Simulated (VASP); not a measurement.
The system is TePb.

```
Pb Te
1.0
     0.00000    3.85889    3.64149
     3.85889    0.00000    3.64149
     3.85889    3.85889    0.00000
Pb Te
1 1
Direct
  0.00000 0.00000 0.00000
  0.25000 0.25000 0.25000
```

This cell differs from its parent crystal: biaxial xy strain +6.0%.

Base run:

| Quantity | Value |
| --- | --- |
| Program | VASP 6.6.1 |
| Functional | r2SCAN |
| Potentials or basis | VASP PAW PBE potentials, release 64 (Pb_d, Te) |
| Cutoff | 550 eV |
| k mesh | 6 × 6 × 6 |
| Occupations | gaussian, width 0.01 eV |
| Spin | no spin polarisation |

Its results: band gap on the k mesh 0.93 eV, indirect (least direct gap 1.44 eV); pressure -2.5 GPa.

Q: The run is repeated on the same cell with these changes: functional from r2SCAN to PBE; cutoff from 550 eV to 500 eV; occupations from gaussian, width 0.01 eV to fermi-dirac, width 0.02 eV. What comes out?

A: Band gap on the k mesh 0.77 eV, indirect (least direct gap 1.25 eV); pressure -2.0 GPa.

Caveats: spin-orbit coupling is left out, which moves the levels of the heavy elements; the PAW data sets were made with another functional, which shifts forces and pressure a little (some runs).

A k mesh can miss the band edges.
